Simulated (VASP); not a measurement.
Set up this calculation in VASP 6.6.1, as the native input.

* Task: relaxation of the atoms
* Functional: PBEsol
* Potentials or basis: VASP PAW PBE potentials, release 64 (Ti_sv, C)
* Cutoff: 520 eV
* k mesh: 8 × 8 × 1
* Occupations: gaussian, width 0.1 eV
* Spin: no spin polarisation
* Dipole correction: yes
* Atoms held fixed (from 0): [0, 1, 2, 3]
* Further INCAR settings: ALGO = Normal; EDIFF = 1e-06; IBRION = 2; EDIFFG = -0.025; NSW = 36
* Atoms held along some axes (from 0): atom 4 along a and b

The structure of Ti4C lies in POSCAR:

```
Ti4C
1.0
    3.2102321090      0.0000000000      0.0000000000
    0.0000000000      3.2102321090      0.0000000000
    0.0000000000      0.0000000000     20.1069940753
Ti C
4 1
Selective dynamics
Direct
    0.5000000000      0.5000000000      0.1989357527  F F F
    0.0000000000      0.0000000000      0.2787644953  F F F
    0.5000000000      0.5000000000      0.3538359372  F F F
    0.0000000000      0.0000000000      0.4280597111  F F F
    0.3750000000      0.3750000000      0.4847564006  F F T
```

One way to write it, as run:

INCAR

```
PREC = Accurate
ENCUT = 520
EDIFF = 1E-6
ISMEAR = 0
SIGMA = 0.1
LREAL = False
LASPH = True
NELM = 100
ALGO = Normal
ISIF = 2
LWAVE = False
LCHARG = False
LDIPOL = True
IDIPOL = 3
DIPOL = 0.5 0.5 0.349
GGA = PS
IBRION = 2
NSW = 36
EDIFFG = -0.025
```

KPOINTS

```
regular mesh
0
Gamma
  8 8 1
```

Potentials or basis: VASP PAW PBE potentials, release 64 (Ti_sv, C).

Command:

```sh
$ cat potpaw_PBE.64/Ti_sv/POTCAR potpaw_PBE.64/C/POTCAR > POTCAR
$ mpirun -np 1 vasp_std > vasp.out
```

Results of the run:

* Energy gained by relaxing: 403.2 meV/atom
* Ionic steps: 7
* Band gap on the k mesh: zero (bands 26 and 27 overlap by 0.56 eV)

Run time: 20 min on 1 thread of Intel(R) Xeon(R) 6975P-C (Granite Rapids), on a shared host, peak memory 0.35 GiB.
